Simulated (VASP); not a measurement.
Write the native input for VASP 6.6.1 that does the following.

```yaml
Task: relaxation of cell and atoms
Functional: PBE
Potentials_or_basis: VASP PAW PBE potentials, release 64 (Sn_d, O)
Cutoff: 600 eV
k_mesh: 10 × 10 × 6
Occupations: gaussian, width 0.1 eV
Spin: no spin polarisation
Dipole_correction: no
Further_INCAR_settings: ALGO = Normal; EDIFF = 1e-06; IBRION = 2; EDIFFG = -0.01; NSW = 100; ISIF = 3
```

The structure of SnO2 lies in POSCAR:

```
SnO2
1.0
    3.9457385331      0.0000000000      0.0000000000
    0.0000000000      3.9457385331      0.0000000000
    0.0000000000      0.0000000000      7.8241773255
Sn O
2 4
Direct
    0.0000000000      0.0000000000      0.0000000000
    0.0000000000      0.0000000000      0.5000000000
    0.5000000000      0.0000000000      0.0000000000
    0.0000000000      0.5000000000      0.5000000000
    0.0000000000      0.0000000000      0.2500000000
    0.0000000000      0.0000000000      0.7500000000
```

This cell differs from its parent crystal: atoms taken out.

These files were run (other wordings do the same):

INCAR

```
PREC = Accurate ; ENCUT = 600
EDIFF = 1E-6 ; ISMEAR = 0
SIGMA = 0.1 ; LREAL = F
LASPH = T ; NELM = 100
ALGO = Normal ; ISIF = 3
LWAVE = F ; LCHARG = F
GGA = PE ; IBRION = 2
NSW = 100 ; EDIFFG = -0.01
```

KPOINTS

```
Automatic mesh
0
Gamma
  10 10 6
```

Potentials or basis: VASP PAW PBE potentials, release 64 (Sn_d, O).

The run is started by

```console
$ cat potpaw_PBE.64/Sn_d/POTCAR potpaw_PBE.64/O/POTCAR > POTCAR
$ mpirun -np 1 vasp_std > vasp.out
```

It gave:

```yaml
Relaxed_volume: 20.44 Å³/atom
Relaxed_cell: a = 3.955 Å, b = 3.955 Å, c = 7.841 Å, α = 90.00°, β = 90.00°, γ = 90.00°
Space_group_after_relaxing_to_0.1_Å: P4_2/mmc (No. 131)
Energy_gained_by_relaxing: 0.2 meV/atom
Ionic_steps: 5
Pressure_after_relaxing: 0.0 GPa
Band_gap_on_the_k_mesh: zero (bands 26 and 27 overlap by 0.71 eV)
```

Caveat: the cell differs from its parent crystal (atoms taken out); semilocal functionals underestimate gaps, so a narrow gap can read as zero; spin-orbit coupling is left out, which moves the levels of the heavy elements.

Wall time 22 min on 1 thread of Intel Xeon 8259CL (shared host), peak memory 0.48 GiB.
